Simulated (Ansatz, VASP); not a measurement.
**Two plane-wave programs on Li2O**

```
Li O
1.0
     0.00000    2.30500    2.30500
     2.30500    0.00000    2.30500
     2.30500    2.30500    0.00000
Li O
2 1
Cartesian
  1.1525 1.1525 1.1525
  3.4575 3.4575 3.4575
  0.0000 0.0000 0.0000
```

Alike in both runs: task relaxation of cell and atoms; functional PBEsol; k mesh 14 × 14 × 14; occupations fermi-dirac, width 0.05 eV; no spin polarisation.

|  | VASP | Ansatz |
| --- | --- | --- |
| version | VASP 6.6.1 | Ansatz 0.2.0 |
| potentials or method | VASP PAW PBE potentials, release 64 (Li_sv, O) | PAW with Ansatz's default frozen-core files, scalar-relativistic |
| plane-wave cutoff (eV) | 750 | 420 |
| valence electrons in the cell | 12 | 12 |

|  | VASP | Ansatz | Ansatz less VASP |
| --- | --- | --- | --- |
| relaxed volume (Å³/atom) | 8.01 | 8.01 | -0.008 |
| relaxed cell length with the largest relative difference (Å) | 3.240 | 3.238 | -0.0011 |

VASP's potentials were made for PBE, not for PBEsol.
